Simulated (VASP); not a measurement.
Runs of VASP 6.6.1 on Si. The structure is that of space group Fm-3m (No. 225), or close to it. The cells are those of the table. 

```tsv
task	cell	cutoff (eV)	k mesh for the DOS	occupations for the DOS	gap on the mesh (eV)	pressure (GPa)
single point	a = 2.500 Å, angles 60.0°, 1 atom	520	-	-	none	(a)
single point	a = 2.100 Å, angles 60.0°, 1 atom	520	-	-	none	(b)
single point	a = 2.740 Å, angles 60.0°, 1 atom	520	-	-	none	-0.1
single point	a = 2.585 Å, angles 60.0°, 1 atom	520	-	-	none	20.2
single point	a = 2.665 Å, angles 60.0°, 1 atom	520	-	-	none	8.1
single point	a = 2.409 Å, angles 60.0°, 1 atom	520	-	-	none	71.4
single point	a = 2.203 Å, angles 60.0°, 1 atom	520	-	-	none	(c)
single point	a = 2.311 Å, angles 60.0°, 1 atom	520	-	-	none	125.8
relaxation of cell and atoms	relaxed from a = 2.828 Å, angles 60.0°, 1 atom	600	-	-	none	0.0
```

Alike in all rows: level PBE; potentials or basis VASP PAW PBE potentials, release 64 (Si); no spin polarisation; k mesh 18 × 18 × 18; smearing fermi-dirac 0.05 eV.

Problem. Estimate the missing entries.

Solution. (a) 39.5; (b) 382.0; (c) 226.0.

A gap of «none» marks levels without a gap at the run's occupations.
